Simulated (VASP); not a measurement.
The system is Cu3N.

```
CELL_PARAMETERS angstrom
3.80700 0.00000 0.00000
0.00000 3.80700 0.00000
0.00000 0.00000 3.80700
ATOMIC_POSITIONS crystal
Cu 0.50000 0.00000 0.00000
Cu 0.00000 0.50000 0.00000
Cu 0.00000 0.00000 0.50000
N 0.00000 0.00000 0.00000
```

Base run:

* Program: VASP 6.6.1
* Functional: BLYP
* Potentials or basis: VASP PAW PBE potentials, release 64 (Cu, N)
* Cutoff: 600 eV
* k mesh: 6 × 6 × 6
* Occupations: gaussian, width 0.01 eV
* Spin: no spin polarisation

Its results: band gap on the k mesh 0.39 eV (least direct gap 0.93 eV); pressure 8.7 GPa.

Problem. The run is repeated on the same cell with these changes: functional from BLYP to PBE. What comes out?

Solution. Band gap on the k mesh 0.19 eV (least direct gap 0.74 eV); pressure 2.8 GPa.

PBE binds more tightly than BLYP, so the same cell stands under less pressure.

Caveats: the cell stands under pressure (at least some runs); the PAW data sets were made with another functional, which shifts forces and pressure a little (at least some runs).

A k mesh can miss the band edges.
